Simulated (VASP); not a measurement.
Here is a VASP 6.6.1 calculation.

INCAR

```
  PREC = Accurate
  ENCUT = 520
  EDIFF = 1E-8
  ISMEAR = -1
  SIGMA = 0.03
  LREAL = False
  LASPH = True
  NELM = 100
  ALGO = Normal
  ISIF = 2
  LWAVE = False
  LCHARG = False
  GGA = PS
  LEFG = True
  NBANDS = 11
```

KPOINTS

```
regular mesh
0
Gamma
  9 9 9
```

Contents of POSCAR:

```
NaH
1.0
    0.0000000000      2.4481063718      2.4481063718
    2.4481063718      0.0000000000      2.4481063718
    2.4481063718      2.4481063718      0.0000000000
Na H
1 1
Direct
    0.0000000000      0.0000000000      0.0000000000
    0.5000000000      0.5000000000      0.5000000000
```

Potentials or basis: VASP PAW PBE potentials, release 64 (Na_pv, H).

Launch:

```console
$ cat potpaw_PBE.64/Na_pv/POTCAR potpaw_PBE.64/H/POTCAR > POTCAR
$ mpirun -np 1 vasp_std > vasp.out
```

**Question.** Estimate the band gap on the k mesh.

**Answer.** 3.80 eV (least direct gap 4.52 eV).

**Question.** Predict the pressure.

**Answer.** -1.4 GPa.

Caveat: the PAW data sets were made with another functional, which shifts forces and pressure a little; an odd mesh through Γ misses points on the zone boundary, where band edges can lie.
